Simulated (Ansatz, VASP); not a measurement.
# One calculation of Ti, two programs

The input INCAR:

```
SYSTEM = Ti
ALGO = Normal
EDIFF = 1E-6
ENCUT = 500
GGA = PS
GGA_COMPAT = .FALSE.
ISIF = 2
ISMEAR = -1
LASPH = .TRUE.
LCHARG = .FALSE.
LREAL = .FALSE.
LWAVE = .FALSE.
NBANDS = 12
NELM = 120
PREC = Accurate
SIGMA = 0.05
```

KPOINTS

```
k-points
0
G
  11 11 11
  0 0 0
```

POSCAR

```
Ti
1.0
   -1.6248321180      1.6248321180      1.6738200000
    1.6248321180     -1.6248321180      1.6738200000
    1.6248321180      1.6248321180     -1.6738200000
Ti
1
Direct
    0.0000000000      0.0000000000      0.0000000000
```

File input.yaml:

```yaml
crystal:
  lattice:
    - [-1.624832118, 1.624832118, 1.67382]
    - [1.624832118, -1.624832118, 1.67382]
    - [1.624832118, 1.624832118, -1.67382]
  atoms:
    - { symbol: Ti, position: [0.0, 0.0, 0.0] }
kpoints:
  mp_grid: { grid: [11, 11, 11] }
scf:
  occupations: { method: fermi_dirac, width: 0.05 }
hamiltonian:
  xc: pbesol
  pseudopotentials: { kind: all_electron, lapw: { basis_error: 0.001 } }
output:
  forces: true
  stress: true
  eigenvalues: true
```

Change from the starting cell: strain_z_fixed_volume = 0.02.

Alike in both runs: task single point; functional PBEsol; k mesh 11 × 11 × 11; occupations fermi-dirac, width 0.05 eV; no spin polarisation.

|  | VASP | Ansatz |
| --- | --- | --- |
| version | VASP 6.6.1 | Ansatz 0.2.0 |
| potentials or method | VASP PAW PBE potentials, release 64 (Ti_sv), cutoff 500 eV | all-electron LAPW, scalar-relativistic |

|  | VASP | Ansatz | Ansatz less VASP |
| --- | --- | --- | --- |
| gap on the k mesh at the Fermi level (eV) | none | none | - |
| pressure (GPa) | -6.9 | -6.7 | +0.21 |
| traceless stress, the component that is largest in VASP (GPa) | 0.92 | 0.94 | +0.022 |

VASP's potentials were made for PBE, not for PBEsol. A gap of «none» marks a metal or a gap that the smearing closes. Ansatz ran all-electron here, and VASP with PAW potentials.
